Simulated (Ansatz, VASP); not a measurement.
V in VASP and in Ansatz

Contents of INCAR:

```
SYSTEM = V
PREC = Accurate ; ENCUT = 520
EDIFF = 1E-6 ; ISMEAR = -1
SIGMA = 0.05 ; LREAL = .FALSE.
LASPH = .TRUE. ; NELM = 150
ALGO = Normal ; ISIF = 2
LWAVE = .FALSE. ; LCHARG = .FALSE.
ISPIN = 2 ; MAGMOM = 1.5
LORBIT = 11 ; LMAXMIX = 4
GGA = PE ; NBANDS = 16
```

KPOINTS

```
Automatic mesh
0
G
  19 19 19
  0 0 0
```

Contents of POSCAR:

```
V
1.0
    0.0000000000      1.9464541209      1.9082883538
    1.9464541209      0.0000000000      1.9082883538
    1.9464541209      1.9464541209      0.0000000000
V
1
Direct
    0.0000000000      0.0000000000      0.0000000000
```

Input for Ansatz:

```yaml
crystal:
  lattice:
    - [0.0, 1.9464541209, 1.9082883538]
    - [1.9464541209, 0.0, 1.9082883538]
    - [1.9464541209, 1.9464541209, 0.0]
  atoms:
    - { symbol: V, position: [0.0, 0.0, 0.0], spin: 1.5 }
magnetization:
  spin_polarized: true
kpoints:
  mp_grid: { grid: [19, 19, 19] }
scf:
  occupations: { method: fermi_dirac, width: 0.05 }
hamiltonian:
  xc: pbe
  pseudopotentials: { kind: all_electron, lapw: { basis_error: 0.001 } }
output:
  forces: true
  stress: true
  eigenvalues: true
```

Change from the starting cell: x and y stretched by +2 %, z held.

Alike in both runs: task single point; functional PBE; k mesh 19 × 19 × 19; occupations fermi-dirac, width 0.05 eV; collinear spin.

|  | VASP | Ansatz |
| --- | --- | --- |
| version | VASP 6.6.1 | Ansatz 0.2.0 |
| potentials or method | VASP PAW PBE potentials, release 64 (V_sv), cutoff 520 eV | all-electron LAPW, scalar-relativistic |

```tsv
	VASP	Ansatz	Ansatz less VASP
pressure (GPa)	-6.3	-6.5	-0.19
traceless stress, the component that is largest in VASP (GPa)	-2.88	-2.88	+0.004
net moment per atom (μB)	0.00	0.00	-0.001
```

Ansatz ran all-electron here, and VASP with PAW potentials. Ansatz's warnings: seeded moment not kept.
